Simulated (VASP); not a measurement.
# B6N5 in VASP: single point with PBE+D3(BJ)

Aim: the single point of B6N5 with PBE+D3(BJ).

Program: VASP 6.6.1. These are calculated values, not measurements. Logs are shortened: lines on timing, memory, paths and dates and some standing lists are left out, and cuts for length are marked.

### 1 The cell of the first run

The cell holds a slab with vacuum, 11 atoms: a = 2.506 Å, b = 2.506 Å, c = 32.234 Å, α = 90.00°, β = 90.00°, γ = 120.00°.

### 2 Single point, PBE+D3(BJ), collinear spin

INCAR reads:

```
SYSTEM = B6N5
  PREC = Accurate
  ENCUT = 520
  EDIFF = 1E-7
  ISMEAR = 0
  SIGMA = 0.05
  LREAL = .FALSE.
  LASPH = .TRUE.
  NELM = 150
  ALGO = Fast
  ISIF = 2
  LWAVE = .FALSE.
  LCHARG = .FALSE.
  ISPIN = 2
  MAGMOM = 0 0 0 0 0 1 0 0 0 0 0
  LORBIT = 11
  LDIPOL = .TRUE.
  IDIPOL = 3
  DIPOL = 0.5 0.5 0.492
  GGA = PE
  IVDW = 12
  NBANDS = 36
```

KPOINTS reads:

```
regular mesh
0
G
  12 12 1
  0 0 0
```

POSCAR reads:

```
B6N5
1.0
    2.5064380879      0.0000000000      0.0000000000
   -1.2532190439      2.1706390571      0.0000000000
    0.0000000000      0.0000000000     32.2336959907
B N
6 5
Direct
    0.6666666667      0.3333333333      0.2636992048
    0.3333333333      0.6666666667      0.3663378844
    0.6606002245      0.3393997755      0.4686428419
    0.3171307303      0.6828692697      0.5709374680
    0.6285518751      0.3714481249      0.6722806132
    0.2947849241     -0.2947849241      0.7300731428
    0.3333333333      0.6666666667      0.2636992048
    0.6666666667      0.3333333333      0.3663378844
    0.3272681427      0.6727318573      0.4686348020
    0.6504687736      0.3495312264      0.5709249568
    0.2952966278      0.7047033722      0.6696627254
```

Potentials or basis: VASP PAW PBE potentials, release 64 (B, N).

Launch:

```
$ cat potpaw_PBE.64/B/POTCAR potpaw_PBE.64/N/POTCAR > POTCAR
$ mpirun -np 1 vasp_std > vasp.out
```

OUTCAR:

```text
SYSTEM = B6N5
   PREC = Accurate
   ENCUT = 520
   EDIFF = 1E-7
   ISMEAR = 0
   LREAL = .FALSE.
   LASPH = .TRUE.
   NELM = 150
   ISIF = 2
   ISPIN = 2
   LORBIT = 11
   GGA = PE
   IVDW = 12
 IVDW          = 12

 ion  position               nearest neighbor table
   1  0.667  0.333  0.264-   7 1.45   7 1.45   7 1.45
   2  0.333  0.667  0.366-   8 1.45   8 1.45   8 1.45
   3  0.661  0.339  0.469-   9 1.45   9 1.45   9 1.45
   4  0.317  0.683  0.571-  10 1.45  10 1.45  10 1.45
   5  0.629  0.371  0.672-  11 1.45  11 1.45  11 1.45
   6  0.295  0.705  0.730-  11 1.95
   7  0.333  0.667  0.264-   1 1.45   1 1.45   1 1.45
   8  0.667  0.333  0.366-   2 1.45   2 1.45   2 1.45
   9  0.327  0.673  0.469-   3 1.45   3 1.45   3 1.45
  10  0.650  0.350  0.571-   4 1.45   4 1.45   4 1.45
  11  0.295  0.705  0.670-   5 1.45   5 1.45   5 1.45   6 1.95

  LATTYP: Found a hexagonal cell.
 ALAT       =     2.5064380879
 C/A-ratio  =    12.8603599452

  Lattice vectors:

 A1 = (   2.5064380879,   0.0000000000,   0.0000000000)
 A2 = (  -1.2532190439,   2.1706390571,   0.0000000000)
 A3 = (   0.0000000000,   0.0000000000,  32.2336959907)

Analysis of symmetry for initial positions (statically):
=====================================================================
 Subroutine PRICEL returns:
 Original cell was already a primitive cell.

 Routine SETGRP: Setting up the symmetry group for a
 hexagonal supercell.

 Subroutine GETGRP returns: Found  2 space group operations
 (whereof  2 operations were pure point group operations)
 out of a pool of 24 trial point group operations.

The static configuration has the point symmetry C_1h.

Analysis of symmetry for dynamics (positions and initial velocities):
=====================================================================
 Subroutine PRICEL returns:
 Original cell was already a primitive cell.

 Routine SETGRP: Setting up the symmetry group for a
 hexagonal supercell.

 Subroutine GETGRP returns: Found  2 space group operations
 (whereof  2 operations were pure point group operations)
 out of a pool of 24 trial point group operations.

The dynamic configuration has the point symmetry C_1h.

Analysis of structural, dynamic, and magnetic symmetry:
=====================================================================
 Subroutine PRICEL returns:
 Original cell was already a primitive cell.

 Routine SETGRP: Setting up the symmetry group for a
 hexagonal supercell.

 Subroutine GETGRP returns: Found  2 space group operations
 (whereof  2 operations were pure point group operations)
 out of a pool of 24 trial point group operations.

The overall configuration has the point symmetry C_1h.

 Subroutine INISYM returns: Found  2 space group operations
 (whereof  2 operations are pure point group operations),
 and found     1 'primitive' translations

----------------------------------------------------------------------------------------

                                     Primitive cell

  volume of cell :     175.3698

  direct lattice vectors                    reciprocal lattice vectors
     2.506438088  0.000000000  0.000000000     0.398972552  0.230346910  0.000000000
    -1.253219044  2.170639057  0.000000000     0.000000000  0.460693820  0.000000000
     0.000000000  0.000000000 32.233695991     0.000000000  0.000000000  0.031023436

  length of vectors
     2.506438088  2.506438088 32.233695991     0.460693820  0.460693820  0.031023436

  position of ions in fractional coordinates (direct lattice)
     0.666666667  0.333333333  0.263699205
     0.333333333  0.666666667  0.366337884
     0.660600225  0.339399775  0.468642842
     0.317130730  0.682869270  0.570937468
     0.628551875  0.371448125  0.672280613
     0.294784924  0.705215076  0.730073143
     0.333333333  0.666666667  0.263699205
     0.666666667  0.333333333  0.366337884
     0.327268143  0.672731857  0.468634802
     0.650468774  0.349531226  0.570924957
     0.295296628  0.704703372  0.669662725

  ion indices of the primitive-cell ions
   primitive index   ion index
                 1           1
                 2           2
                 3           3
                 4           4
                 5           5
                 6           6
                 7           7
                 8           8
                 9           9
                10          10
                11          11

----------------------------------------------------------------------------------------

 KPOINTS: regular mesh

Automatic generation of k-mesh.
[... 24 lines left out ...]
  0.083333  0.000000  0.000000      4.000000
 -0.083333  0.083333  0.000000      2.000000
  0.166667 -0.000000  0.000000      4.000000
 -0.166667  0.166667  0.000000      2.000000
  0.250000 -0.000000  0.000000      4.000000
[... 16 lines left out ...]
 -0.083333  0.416667  0.000000      4.000000
 -0.416667  0.333333  0.000000      4.000000
 [... further k-points ...]
   k-points           NKPTS =     43   k-points in BZ     NKDIM =     43   number of bands    NBANDS=     36
   number of dos      NEDOS =    301   number of ions     NIONS =     11
   total plane-waves  NPLWV =  96000
   dimension x,y,z NGX =    20 NGY =   20 NGZ =  240
   dimension x,y,z NGXF=    40 NGYF=   40 NGZF=  480
   ions per type =               6   5
   NGX,Y,Z   is equivalent  to a cutoff of  13.27, 13.27, 12.38 a.u.
   NGXF,Y,Z  is equivalent  to a cutoff of  26.53, 26.53, 24.76 a.u.
 SYSTEM =  B6N5
   PREC   = accura    normal or accurate (medium, high low for compatibility)
   ISTART =      0    job   : 0-new  1-cont  2-samecut
   ICHARG =      2    charge: 1-file 2-atom 10-const
   ISPIN  =      2    spin polarized calculation?
   LNONCOLLINEAR =      F non collinear calculations
   LSORBIT =      F    spin-orbit coupling
   LASPH  =      T    aspherical Exc in radial PAW
   ENCUT  =  520.0 eV  38.22 Ry    6.18 a.u.   4.66  4.66 59.93*2*pi/ulx,y,z
   NELM   =    150;   NELMIN=  2; NELMDL= -5     # of ELM steps
   EDIFF  = 0.1E-06   stopping-criterion for ELM
   LREAL  =      F    real-space projection
   EDIFFG = 0.1E-05   stopping-criterion for IOM
   NSW    =      0    number of steps for IOM
   IBRION =     -1    ionic relax: 0-MD 1-quasi-New 2-CG
   NFREE  =      0    steps in history (QN), initial steepest desc. (CG)
   ISIF   =      2    stress and relaxation
   ISYM   =      2    0-nonsym 1-usesym 2-fastsym
   POTIM  = 0.5000    time-step for ionic-motion
   TEBEG  =    0.0;   TEEND  =   0.0 temperature during run
   PSTRESS=    0.0 pullay stress
   NELECT =      43.0000    total number of electrons
   NUPDOWN=      -1.0000    fix difference up-down
   EMIN   =  10.00;   EMAX   =-10.00  energy-range for DOS
   EFERMI =   0.00;   METHOD = LEGACY
   ISMEAR =     0;   SIGMA  =   0.05  broadening in eV -4-tet -1-fermi 0-gaus
   EFERMI_NEDOS =   21; number of points for ismear=-14 and -15
   IALGO  =     68    algorithm
   IMIX   =      4    mixing-type and parameters
     AMIX     =   0.40;   BMIX     =  1.00
     AMIX_MAG =   1.60;   BMIX_MAG =  1.00
  volume/ion in A,a.u.               =      15.94       107.59
  Fermi-wavevector in a.u.,A,eV,Ry     =   1.024659  1.936325 14.285115  1.049926
  Thomas-Fermi vector in A             =   2.158458
   LORBIT       =     11    0 simple, 1 ext, 2 COOP (PROOUT), +10 PAW based schemes
   GGA     = PE    functional components
   LHFCALC =     F    Hartree Fock is set to
   AEXX    =    0.0000 exact exchange contribution
   IVDW    =    12    specifies the selected vdW correction
   LEPSILON=     F    determine dielectric tensor
   LRPA    =     F    only Hartree local field effects (RPA)
 spin polarized calculation
 RMM-DIIS sequential band-by-band and
 Gauss-broadening in eV      SIGMA  =   0.05
  energy-cutoff  :      520.00
  volume of cell :      175.37
 maximum number of plane-waves:      4775
   NGX =  9   NGY =  9   NGZ =119

 dipolmoment           0.000000      0.000000     -0.028841 electrons x Angstroem

 number of electron      42.9999999 magnetization       0.0000002

 dipolmoment           0.000000      0.000000      0.060794 electrons x Angstroem

 Free energy of the ion-electron system (eV)
  ---------------------------------------------------
  ext. energy  EPLUGINS =         0.00000000
  ---------------------------------------------------
  free energy    TOTEN  =       -90.79024488 eV

  energy without entropy =      -90.78985308  energy(sigma->0) =      -90.79004898

 E-fermi :   1.7734     XC(G=0):  -6.0503

 val. band max:        1.7734370813   @ k =   0.3333   0.3333   0.0000
 cond. band min:       1.7734375323   @ k =   0.3333   0.3333   0.0000
 fundamental gap:      0.0000004510
 Fermi energy:         1.7734373065

 spin component 1

 k-point     1 :       0.0000    0.0000    0.0000
  band No.  band energies     occupation
      1     -20.4045      1.00000
      2     -19.4592      1.00000
      3     -19.3803      1.00000
      4     -19.2852      1.00000
      5     -19.2086      1.00000
      6     -10.2114      1.00000
[... 853 lines left out ...]
     32       8.4546      0.00000
     33       8.7020      0.00000

 [... further k-points ...]

 spin component 2

 k-point     1 :       0.0000    0.0000    0.0000
  band No.  band energies     occupation
      1     -20.4045      1.00000
      2     -19.4592      1.00000
      3     -19.3803      1.00000
      4     -19.2852      1.00000
      5     -19.2086      1.00000
      6     -10.2114      1.00000
[... 853 lines left out ...]
     32       8.4545      0.00000
     33       8.6994      0.00000

 [... further k-points ...]

 [bands above 33 left out]

------------------------ aborting loop because EDIFF is reached ----------------------------------------

 vacuum level on the upper side and lower side of the slab       (xc-potential included)         0.983        -1.016

 Edisp (eV)   -1.61031

 E8    (eV) :    -0.4914

  FORCE on cell =-STRESS in cart. coord.  units (eV):
  Direction    XX          YY          ZZ          XY          YZ          ZX
  --------------------------------------------------------------------------------------
  -------------------------------------------------------------------------------------
  Total      -0.03651    -0.03606    -0.02411     0.00039    -0.01325     0.02295
  in kB      -0.33355    -0.32944    -0.22025     0.00355    -0.12106     0.20968
  external pressure =       -0.29 kB  Pullay stress =        0.00 kB

 VOLUME and BASIS-vectors are now :
 -----------------------------------------------------------------------------
  energy-cutoff  :      520.00
  volume of cell :      175.37
      direct lattice vectors                 reciprocal lattice vectors
     2.506438088  0.000000000  0.000000000     0.398972552  0.230346910  0.000000000
    -1.253219044  2.170639057  0.000000000     0.000000000  0.460693820  0.000000000
     0.000000000  0.000000000 32.233695991     0.000000000  0.000000000  0.031023436

 POSITION                                       TOTAL-FORCE (eV/Angst)
 -----------------------------------------------------------------------------------
      1.25322      0.72355      8.50000        -0.000019      0.000011      0.020923
     -0.00000      1.44709     11.80842        -0.000244      0.000141      0.002688
      1.23041      0.73671     15.10609         0.000072     -0.000042     -0.002522
     -0.06092      1.48226     18.40342         0.000174     -0.000101      0.005191
      1.10992      0.80628     21.67009         0.012799     -0.007390     -0.009277
     -0.14493      1.53077     23.53296         0.001497     -0.000864      0.006689
     -0.00000      1.44709      8.50000        -0.000010      0.000006     -0.029186
      1.25322      0.72355     11.80842        -0.000902      0.000521      0.000256
     -0.02280      1.46026     15.10583        -0.000927      0.000535      0.004273
      1.19232      0.75871     18.40302        -0.001015      0.000586     -0.003241
     -0.14300      1.52966     21.58570        -0.011427      0.006597      0.004205
 -----------------------------------------------------------------------------------
    total drift:                                0.000184     -0.000106      0.000200

  FREE ENERGIE OF THE ION-ELECTRON SYSTEM (eV)
  ---------------------------------------------------
  free  energy   TOTEN  =       -92.4005513177 eV

  energy  without entropy=      -92.4001595194  energy(sigma->0) =      -92.40035542

 vacuum level on the upper side and lower side of the slab         6.184         4.154

 total charge

# of ion       s       p       d       tot
------------------------------------------
    1        0.743   1.423   0.000   2.166
    2        0.743   1.422   0.000   2.165
    3        0.743   1.422   0.000   2.165
    4        0.743   1.423   0.000   2.166
    5        0.727   1.452   0.000   2.179
    6        0.802   0.618   0.000   1.420
    7        1.225   2.794   0.000   4.019
    8        1.225   2.796   0.000   4.021
    9        1.225   2.796   0.000   4.021
   10        1.225   2.795   0.000   4.021
   11        1.235   2.782   0.000   4.017
--------------------------------------------------
tot         10.638  21.723   0.000  32.361

 magnetization (x)

# of ion       s       p       d       tot
------------------------------------------
    1        0.000   0.000   0.000   0.000
    2        0.000   0.000   0.000   0.000
    3        0.000   0.000   0.000   0.000
    4        0.000   0.000   0.000   0.000
    5        0.000   0.000   0.000   0.000
    6        0.000   0.000   0.000   0.000
    7        0.000  -0.000   0.000  -0.000
    8       -0.000  -0.000   0.000  -0.000
    9       -0.000  -0.000   0.000  -0.000
   10       -0.000  -0.000   0.000  -0.000
   11       -0.000  -0.000   0.000  -0.000
--------------------------------------------------
tot          0.000  -0.000   0.000  -0.000
```

Run time: 29 min. Hardware: 1 thread of Oxide Virtual Turin-like, shared host; peak memory 0.58 GiB.

What came out:

| Item | Value |
| --- | --- |
| Free energy | -92.4006 eV |
| Largest force | 0.029 eV/Å |
| Net moment | 0.00 μB per cell |
| Valence electrons inside the program's atomic spheres | B 2.17, 2.18, 1.42 (each value once); N 4.02 |
| Dispersion energy per atom | -0.146 eV |

Forces in eV/Å, atoms in the order of the input:
```
B    0.000  0.000  0.021
B    0.000  0.000  0.003
B    0.000  0.000 -0.003
B    0.000  0.000  0.005
B    0.013 -0.007 -0.009
B    0.001 -0.001  0.007
N    0.000  0.000 -0.029
N   -0.001  0.001  0.000
N   -0.001  0.001  0.004
N   -0.001  0.001 -0.003
N   -0.011  0.007  0.004
```
